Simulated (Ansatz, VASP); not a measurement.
## Zr3S2 in VASP and in Ansatz

The input INCAR:

```
PREC = Accurate
ENCUT = 520
EDIFF = 1E-6
ISMEAR = 0
SIGMA = 0.15
LREAL = F
LASPH = T
NELM = 80
ALGO = Normal
ISIF = 2
LWAVE = F
LCHARG = T
GGA = PS
LELF = T
LVHAR = T
NBANDS = 32
```

KPOINTS

```
regular mesh
0
Gamma
  12 12 12
```

POSCAR

```
Zr3S2
1.0
    2.8645729427      1.6538619596      3.3488302566
   -2.8645729427      1.6538619596      3.3488302566
    0.0000000000     -3.3077239191      3.3488302566
Zr S
3 2
Direct
    0.1618381745      0.8381618255      0.5000000000
    0.5000000000      0.1618381745      0.8381618255
    0.8381618255      0.5000000000      0.1618381745
    0.3349612447      0.3349612447      0.3349612447
    0.6650387553      0.6650387553      0.6650387553
```

Input for Ansatz:

```yaml
crystal:
  lattice:
    - [2.8645729427, 1.6538619596, 3.3488302566]
    - [-2.8645729427, 1.6538619596, 3.3488302566]
    - [0.0, -3.3077239191, 3.3488302566]
  atoms:
    - { symbol: Zr, position: [0.1618381745, 0.8381618255, 0.5] }
    - { symbol: Zr, position: [0.5, 0.1618381745, 0.8381618255] }
    - { symbol: Zr, position: [0.8381618255, 0.5, 0.1618381745] }
    - { symbol: S, position: [0.3349612447, 0.3349612447, 0.3349612447] }
    - { symbol: S, position: [0.6650387553, 0.6650387553, 0.6650387553] }
basis:
  ecutwfc: 420
kpoints:
  mp_grid: { grid: [12, 12, 12] }
hamiltonian:
  xc: pbesol
scf:
  occupations: { method: gaussian, width: 0.15 }
output:
  forces: true
  stress: true
  eigenvalues: true
  write_density: true
  write_potential: true
  elf: true
  volumetric_format: npy
```

Change from the starting cell: strain +0.000 along x and y, -0.025 along z, atoms carried along.

Alike in both runs: task single point; functional PBEsol; k mesh 12 × 12 × 12; occupations gaussian, width 0.15 eV; no spin polarisation.

```csv
,VASP,Ansatz
version,VASP 6.6.1,Ansatz 0.2.0
potentials or method,"VASP PAW PBE potentials, release 64 (Zr_sv, S), cutoff 520 eV","scalar-relativistic, plane waves, PAW"
valence electrons in the cell,48,48
```

```tsv
	VASP	Ansatz	Ansatz less VASP
gap on the k mesh at the Fermi level (eV)	none	none	-
pressure (GPa)	3.9	3.7	-0.18
traceless stress, the component that is largest in VASP (GPa)	2.27	2.19	-0.078
rms of the force components (eV/Å)	0.027	0.023	-0.0039
```

VASP's potentials were made for PBE, not for PBEsol. Atom by atom the forces differ by 0.004 eV/Å (rms over components). A gap of «none» marks a metal or a gap that the smearing closes. With one functional, cell and mesh, what is left measures potentials, basis and numerics.
